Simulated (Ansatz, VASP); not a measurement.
# Two plane-wave programs on Al

```
Al
1.0
     2.81442    0.00000    0.00000
    -1.40721    2.43736    0.00000
     0.00000    0.00000    9.24105
Al
4
Cartesian
  0.0000 0.0000 0.0000
  0.0000 2.3249 1.7503
  0.0000 0.0000 4.6205
  1.4072 0.8125 6.9308
```

Alike in both runs: task single point; functional PBE; dispersion D3(BJ); k mesh 18 × 18 × 4; occupations gaussian, width 0.15 eV; no spin polarisation.

```csv
,VASP,Ansatz
version,VASP 6.6.1,Ansatz 0.2.0
potentials or method,"VASP PAW PBE potentials, release 64 (Al), cutoff 520 eV","scalar-relativistic, plane waves, PAW"
valence electrons in the cell,12,12
```

|  | VASP | Ansatz | Ansatz less VASP |
| --- | --- | --- | --- |
| gap on the k mesh at the Fermi level (eV) | none | none | - |
| pressure (GPa) | 9.5 | 9.5 | -0.01 |
| traceless stress, the component that is largest in VASP (GPa) | -9.47 | -9.46 | +0.011 |
| rms of the force components (eV/Å) | 2.108 | 2.107 | -0.0017 |

Atom by atom the forces differ by 0.002 eV/Å (rms over components). A gap of «none» marks a metal or a gap that the smearing closes.
